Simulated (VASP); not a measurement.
GaCo:

```
Ga Co
1.0
     0.00000    2.88271    2.88271
     2.88271    0.00000    2.88271
     2.88271    2.88271    0.00000
Ga Co
2 2
Direct
  0.50000 0.50000 0.50000
  0.75000 0.75000 0.75000
  0.00000 0.00000 0.00000
  0.25000 0.25000 0.25000
```

- Program: VASP 6.6.1
- Task: relaxation of cell and atoms
- Functional: PBE
- Potentials or basis: VASP PAW PBE potentials, release 64 (Ga_d, Co)
- Cutoff: 600 eV
- k mesh: 6 × 6 × 6
- Occupations: gaussian, width 0.1 eV
- Spin: collinear spin, ferromagnetic start
- Starting moments: [0.0, 0.0, 1.01, 1.01] μB

At the start: pressure 8.0 GPa; volume 11.98 Å³/atom.

Where does the relaxation end?

Over 3 steps the energy falls by 15.5 meV/atom and the volume is 12.63 Å³/atom (+5.5 %); space group Fd-3m (No. 227, to 0.05 Å); moment 2.12 μB per cell.

The path:
```tsv
step	energy change (eV)	largest force (eV/Å)	pressure (GPa)	volume (Å³)
1	0.0000	0.0000	7.99	47.91
2	-0.0412	0.0000	-3.80	52.17
3	-0.0618	0.0000	-0.05	50.53
```

Final structure:
```xyz
4
Lattice="0.0000 2.9342 2.9342 2.9342 0.0000 2.9342 2.9342 2.9342 0.0000" Properties=species:S:1:pos:R:3 pbc="T T T"
Ga    2.9342    2.9342    2.9342
Ga    4.4013    4.4013    4.4013
Co    0.0000    0.0000    0.0000
Co    1.4671    1.4671    1.4671
```
